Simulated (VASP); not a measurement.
# BN (R3m) in VASP: further runs, part 2 of 3

VASP 6.6.1. Earlier steps stand in the parts before.

## 4. Electric field gradients, PBEsol (equal xy, yz and zx shear strains of +2 %)

INCAR

```
SYSTEM = BN
PREC = Accurate
ENCUT = 520
EDIFF = 1E-8
ISMEAR = -1
SIGMA = 0.03
LREAL = .False.
LASPH = .True.
NELM = 80
ALGO = Normal
ISIF = 2
LWAVE = .False.
LCHARG = .False.
GGA = PS
LEFG = .True.
NBANDS = 11
```

KPOINTS

```
regular mesh
0
Gamma
  13 13 13
  0 0 0
```

POSCAR

```
BN
1.0
    0.0361500000      1.8255750000      1.8255750000
    1.8255750000      0.0361500000      1.8255750000
    1.8255750000      1.8255750000      0.0361500000
B N
1 1
Direct
    0.0000000000      0.0000000000      0.0000000000
    0.7500000000      0.7500000000      0.7500000000
```

Potentials or basis: VASP PAW PBE potentials, release 64 (B, N).

On the command line:

```console
> cat potpaw_PBE.64/B/POTCAR potpaw_PBE.64/N/POTCAR > POTCAR
> mpirun -np 1 vasp_std > vasp.out
```

OUTCAR:

```text
SYSTEM = BN
   PREC = Accurate
   ENCUT = 520
   EDIFF = 1E-8
   ISMEAR = -1
   LREAL = .False.
   LASPH = .True.
   NELM = 80
   ISIF = 2
   GGA = PS

 ion  position               nearest neighbor table
   1  0.000  0.000  0.000-   2 1.55   2 1.55   2 1.55   2 1.60
   2  0.750  0.750  0.750-   1 1.55   1 1.55   1 1.55   1 1.60

  LATTYP: Found a trigonal (rhomboedric) cell.
 ALAT       =     2.5820059999
 COS(alpha) =     0.5197000882

  Lattice vectors:

 A1 = (   0.0361500000,   1.8255750000,   1.8255750000)
 A2 = (   1.8255750000,   0.0361500000,   1.8255750000)
 A3 = (   1.8255750000,   1.8255750000,   0.0361500000)

Analysis of symmetry for initial positions (statically):
=====================================================================
 Subroutine PRICEL returns:
 Original cell was already a primitive cell.

 Routine SETGRP: Setting up the symmetry group for a
 trigonal (rhombohedral) supercell.
[... 523 lines left out ...]
  energy-cutoff  :      520.00
  volume of cell :       11.81
      direct lattice vectors                 reciprocal lattice vectors
     0.036150000  1.825575000  1.825575000    -0.282158772  0.276679961  0.276679961
     1.825575000  0.036150000  1.825575000     0.276679961 -0.282158772  0.276679961
     1.825575000  1.825575000  0.036150000     0.276679961  0.276679961 -0.282158772

 POSITION                                       TOTAL-FORCE (eV/Angst)
 -----------------------------------------------------------------------------------
      0.00000      0.00000      0.00000        -0.020111     -0.020111     -0.020111
      2.76548      2.76548      2.76547         0.020111      0.020111      0.020111
 -----------------------------------------------------------------------------------
    total drift:                                0.000009      0.000009      0.000009

  FREE ENERGIE OF THE ION-ELECTRON SYSTEM (eV)
  ---------------------------------------------------
  free  energy   TOTEN  =       -18.3268917251 eV

  energy  without entropy=      -18.3268917251  energy(sigma->0) =      -18.32689173

 Electric field gradients (V/A^2)
---------------------------------------------------------------------
 ion       V_xx      V_yy      V_zz      V_xy      V_xz      V_yz
---------------------------------------------------------------------
   1      -0.000    -0.000     0.000     1.228     1.228     1.228
   2      -0.000     0.000    -0.000     3.264     3.264     3.264
---------------------------------------------------------------------

 Electric field gradients after diagonalization (V/A^2)
 (convention: |V_zz| > |V_xx| > |V_yy|)
----------------------------------------------------------------------
 ion       V_xx      V_yy      V_zz     asymmetry (V_yy - V_xx)/ V_zz
----------------------------------------------------------------------
   1      -1.228    -1.228     2.456       0.000
   2      -3.264    -3.264     6.527       0.000
----------------------------------------------------------------------

           NMR quadrupolar parameters

 Cq : quadrupolar parameter    Cq=e*Q*V_zz/h
 eta: asymmetry parameters     (V_yy - V_xx)/ V_zz
 Q  : nuclear electric quadrupole moment in mb (millibarn)
----------------------------------------------------------------------
 ion       Cq(MHz)       eta       Q (mb)
----------------------------------------------------------------------
   1       0.006       0.000       1.000
   2       0.016       0.000       1.000
----------------------------------------------------------------------
```

stdout:

```text
POSCAR found type information on POSCAR B N
 POSCAR found :  2 types and       2 ions
 scaLAPACK will be used
 -----------------------------------------------------------------------------
|                                                                             |
|                                                                             |
|     You enforced a specific xc type in the INCAR file but a different       |
|     I HOPE YOU KNOW WHAT YOU ARE DOING!                                     |
|                                                                             |
 -----------------------------------------------------------------------------

 LDA part: xc-table for (Slater+PW92), standard interpolation
 POSCAR, INCAR and KPOINTS ok, starting setup
 FFT: planning ... GRIDC
 FFT: planning ... GRID_SOFT
 FFT: planning ... GRID
 WAVECAR not read
 entering main loop
ion   1

ion   2
```

Wall time 37 s (1 thread of Intel Xeon 8259CL, shared host); peak memory 0.14 GiB.

What came out:

```
Free energy                             : -18.3269 eV
Pressure                                : -1.8 GPa
Largest force                           : 0.035 eV/Å
Band gap on the k mesh                  : 4.29 eV (least direct gap 7.98 eV)
Largest electric field gradient by atom : B +2.5; N +6.5 V/Å²
```

Forces in eV/Å, atoms in the order of the input:
```
B   -0.020 -0.020 -0.020
N    0.020  0.020  0.020
```

Electric field gradients, principal values (V/Å²):
```csv
atom,least,middle,greatest (by size)
1 B,-1.228,-1.228,2.456
2 N,-3.264,-3.264,6.527
```

Caveat: the cell differs from its parent crystal (equal xy, yz and zx shear strains of +2 %); without QUAD_EFG the Cq values of the log hold for a quadrupole moment of 1 mb, not for the nuclei; the PAW data sets were made with another functional, which shifts forces and pressure a little; an odd mesh through Γ misses points on the zone boundary, where band edges can lie.

## 5. Electric field gradients, PBEsol (equal xy, yz and zx shear strains of +2 %)

INCAR

```
  PREC = Accurate
  ENCUT = 520
  EDIFF = 1E-8
  ISMEAR = -1
  SIGMA = 0.03
  LREAL = False
  LASPH = True
  NELM = 100
  ALGO = Normal
  ISIF = 2
  LWAVE = False
  LCHARG = False
  GGA = PS
  LEFG = True
  NBANDS = 11
```

KPOINTS

```
regular mesh
0
Gamma
  13 13 13
```

POSCAR is that of step 4.

Potentials or basis: VASP PAW PBE potentials, release 64 (B, N).

On the command line:

```console
> cat potpaw_PBE.64/B/POTCAR potpaw_PBE.64/N/POTCAR > POTCAR
> mpirun -np 1 vasp_std > vasp.out
```

OUTCAR:

```text
PREC = Accurate
   ENCUT = 520
   EDIFF = 1E-8
   ISMEAR = -1
   LREAL = False
   LASPH = True
   NELM = 100
   ISIF = 2
   GGA = PS

 ion  position               nearest neighbor table
   1  0.000  0.000  0.000-   2 1.55   2 1.55   2 1.55   2 1.60
   2  0.750  0.750  0.750-   1 1.55   1 1.55   1 1.55   1 1.60

  LATTYP: Found a trigonal (rhomboedric) cell.
 ALAT       =     2.5820059999
 COS(alpha) =     0.5197000882

  Lattice vectors:

 A1 = (   0.0361500000,   1.8255750000,   1.8255750000)
 A2 = (   1.8255750000,   0.0361500000,   1.8255750000)
 A3 = (   1.8255750000,   1.8255750000,   0.0361500000)

Analysis of symmetry for initial positions (statically):
=====================================================================
 Subroutine PRICEL returns:
 Original cell was already a primitive cell.

 Routine SETGRP: Setting up the symmetry group for a
 trigonal (rhombohedral) supercell.

 Subroutine GETGRP returns: Found  6 space group operations
 (whereof  6 operations were pure point group operations)
 out of a pool of 12 trial point group operations.

The static configuration has the point symmetry C_3v.

Analysis of symmetry for dynamics (positions and initial velocities):
=====================================================================
 Subroutine PRICEL returns:
 Original cell was already a primitive cell.

 Routine SETGRP: Setting up the symmetry group for a
 trigonal (rhombohedral) supercell.

 Subroutine GETGRP returns: Found  6 space group operations
 (whereof  6 operations were pure point group operations)
 out of a pool of 12 trial point group operations.

The dynamic configuration has the point symmetry C_3v.

[... 478 lines left out ...]
      3       4.0214      2.00000
      4       4.4111      2.00000
      5      15.9481      0.00000
      6      19.2869      0.00000
      7      19.7989      0.00000
      8      22.2446      0.00000
      9      28.0943      0.00000
     10      33.4232      0.00000
     11      34.8546      0.00000

 [... further k-points ...]

------------------------ aborting loop because EDIFF is reached ----------------------------------------

  FORCE on cell =-STRESS in cart. coord.  units (eV):
  Direction    XX          YY          ZZ          XY          YZ          ZX
  --------------------------------------------------------------------------------------
  -------------------------------------------------------------------------------------
  Total       -0.1333194     -0.1333194     -0.1333194     -0.6557205     -0.6557205     -0.6557205
  in kB      -18.0912453    -18.0912453    -18.0912453    -88.9802942    -88.9802942    -88.9802942
  external PRESSURE =     -18.0912453 kB  Pullay stress =       0.0000000 kB

 VOLUME and BASIS-vectors are now :
 -----------------------------------------------------------------------------
  energy-cutoff  :      520.00
  volume of cell :       11.81
      direct lattice vectors                 reciprocal lattice vectors
     0.036150000  1.825575000  1.825575000    -0.282158772  0.276679961  0.276679961
     1.825575000  0.036150000  1.825575000     0.276679961 -0.282158772  0.276679961
     1.825575000  1.825575000  0.036150000     0.276679961  0.276679961 -0.282158772

 POSITION                                       TOTAL-FORCE (eV/Angst)
 -----------------------------------------------------------------------------------
      0.00000      0.00000      0.00000        -0.020111     -0.020111     -0.020111
      2.76548      2.76548      2.76547         0.020111      0.020111      0.020111
 -----------------------------------------------------------------------------------
    total drift:                                0.000009      0.000009      0.000009

  FREE ENERGIE OF THE ION-ELECTRON SYSTEM (eV)
  ---------------------------------------------------
  free  energy   TOTEN  =       -18.3268917251 eV

  energy  without entropy=      -18.3268917251  energy(sigma->0) =      -18.32689173

 Electric field gradients (V/A^2)
---------------------------------------------------------------------
 ion       V_xx      V_yy      V_zz      V_xy      V_xz      V_yz
---------------------------------------------------------------------
   1      -0.000    -0.000     0.000     1.228     1.228     1.228
   2      -0.000     0.000    -0.000     3.264     3.264     3.264
---------------------------------------------------------------------

 Electric field gradients after diagonalization (V/A^2)
 (convention: |V_zz| > |V_xx| > |V_yy|)
----------------------------------------------------------------------
 ion       V_xx      V_yy      V_zz     asymmetry (V_yy - V_xx)/ V_zz
----------------------------------------------------------------------
   1      -1.228    -1.228     2.456       0.000
   2      -3.264    -3.264     6.527       0.000
----------------------------------------------------------------------

           NMR quadrupolar parameters

 Cq : quadrupolar parameter    Cq=e*Q*V_zz/h
 eta: asymmetry parameters     (V_yy - V_xx)/ V_zz
 Q  : nuclear electric quadrupole moment in mb (millibarn)
----------------------------------------------------------------------
 ion       Cq(MHz)       eta       Q (mb)
----------------------------------------------------------------------
   1       0.006       0.000       1.000
   2       0.016       0.000       1.000
----------------------------------------------------------------------
```

OSZICAR:

```text
N       E                     dE             d eps       ncg     rms          rms(c)
DAV:   1     0.917231450526E+01    0.91723E+01   -0.49945E+03  5205   0.723E+02
DAV:   2    -0.187632060375E+02   -0.27936E+02   -0.27244E+02  6239   0.164E+02
DAV:   3    -0.192770078592E+02   -0.51380E+00   -0.51297E+00  6048   0.189E+01
DAV:   4    -0.192775903486E+02   -0.58249E-03   -0.58248E-03  5379   0.720E-01
DAV:   5    -0.192775908543E+02   -0.50565E-06   -0.50560E-06  5910   0.210E-02    0.657E+00
DAV:   6    -0.184316148815E+02    0.84598E+00   -0.26876E+00  5364   0.937E+00    0.326E+00
DAV:   7    -0.183474644585E+02    0.84150E-01   -0.10015E-01  5822   0.254E+00    0.188E+00
DAV:   8    -0.183268793813E+02    0.20585E-01   -0.32873E-02  5766   0.125E+00    0.180E-01
DAV:   9    -0.183268704432E+02    0.89381E-05   -0.89068E-04  5400   0.251E-01    0.802E-02
DAV:  10    -0.183268897400E+02   -0.19297E-04   -0.67070E-05  5685   0.714E-02    0.133E-02
DAV:  11    -0.183268916080E+02   -0.18679E-05   -0.40202E-06  5644   0.159E-02    0.823E-03
DAV:  12    -0.183268917197E+02   -0.11173E-06   -0.83908E-07  5757   0.623E-03    0.709E-04
DAV:  13    -0.183268917251E+02   -0.53944E-08   -0.17486E-08  5235   0.126E-03
   1 F= -.18326892E+02 E0= -.18326892E+02  d E =-.726827E-11
```

stdout:

```text
POSCAR found type information on POSCAR B N
 POSCAR found :  2 types and       2 ions
 scaLAPACK will be used
 -----------------------------------------------------------------------------
|                                                                             |
|                                                                             |
|     You enforced a specific xc type in the INCAR file but a different       |
|     I HOPE YOU KNOW WHAT YOU ARE DOING!                                     |
|                                                                             |
 -----------------------------------------------------------------------------

 LDA part: xc-table for (Slater+PW92), standard interpolation
 POSCAR, INCAR and KPOINTS ok, starting setup
 FFT: planning ... GRIDC
 FFT: planning ... GRID_SOFT
 FFT: planning ... GRID
 WAVECAR not read
 entering main loop
ion   1

ion   2
```

Wall time 39 s (1 thread of Intel Xeon 8259CL, shared host); peak memory 0.14 GiB.

Results:

```yaml
Free_energy: -18.3269 eV
Pressure: -1.8 GPa
Largest_force: 0.035 eV/Å
Band_gap_on_the_k_mesh: 4.29 eV (least direct gap 7.98 eV)
Largest_electric_field_gradient_by_atom: B +2.5; N +6.5 V/Å²
```

Forces in eV/Å, atoms in the order of the input:
```
B   -0.020 -0.020 -0.020
N    0.020  0.020  0.020
```

Stress tensor (GPa, compression positive):
```
-1.81 -8.90 -8.90
-8.90 -1.81 -8.90
-8.90 -8.90 -1.81
```

Levels at points of the mesh, in eV from the valence-band top:
```csv
k point,band 2,band 3,band 4,band 5,band 6,band 7
"(0.00, 0.00, 0.00)",-0.14,0.00,0.00,7.98,8.99,8.99
```

Electric field gradients, principal values (V/Å²):
| atom | least | middle | greatest (by size) |
| --- | --- | --- | --- |
| 1 B | -1.228 | -1.228 | 2.456 |
| 2 N | -3.264 | -3.264 | 6.527 |

Caveat: the cell differs from its parent crystal (equal xy, yz and zx shear strains of +2 %); without QUAD_EFG the Cq values of the log hold for a quadrupole moment of 1 mb, not for the nuclei; the PAW data sets were made with another functional, which shifts forces and pressure a little; an odd mesh through Γ misses points on the zone boundary, where band edges can lie.

[end of part 2 of 3]
